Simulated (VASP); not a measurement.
A run of VASP 6.6.1:

The input INCAR:

```
  PREC = Accurate
  ENCUT = 600
  EDIFF = 1E-6
  ISMEAR = 0
  SIGMA = 0.2
  LREAL = False
  LASPH = True
  NELM = 120
  ALGO = Normal
  ISIF = 2
  LWAVE = False
  LCHARG = False
  GGA = PE
  NBANDS = 17
  GGA_COMPAT = False
```

The input KPOINTS:

```
regular mesh
0
Gamma
  4 4 3
```

The input POSCAR:

```
Mg5O
1.0
    4.9320064573      0.0000000033      0.0000000000
   -2.4660032315      4.2712428820      0.0000000000
    0.0000000000      0.0000000000      5.7505535060
Mg O
5 1
Direct
    0.3333333333      0.6666666667      0.7529715373
    0.3333333333      0.6666666667      0.2470284627
    0.6666666667      0.3333333333      0.2470284627
    0.6666666667      0.3333333333      0.7529715373
    0.0000000000      0.0000000000      0.5000000000
    0.0000000000      0.0000000000      0.0000000000
```

Potentials or basis: VASP PAW PBE potentials, release 64 (Mg, O).

Run with:

```sh
$ cat potpaw_PBE.64/Mg/POTCAR potpaw_PBE.64/O/POTCAR > POTCAR
$ mpirun -np 1 vasp_std > vasp.out
```

Hardware: 1 thread of Intel(R) Xeon(R) Platinum 8259CL CPU @ 2.50GHz (Skylake/Cascade Lake), on a shared host.

Estimate the wall time of this run.

Wall time 40 s on 1 thread of Intel(R) Xeon(R) Platinum 8259CL CPU @ 2.50GHz (Skylake/Cascade Lake) (shared host), peak memory 0.25 GiB. Counts: scf iterations 18, k points 8.
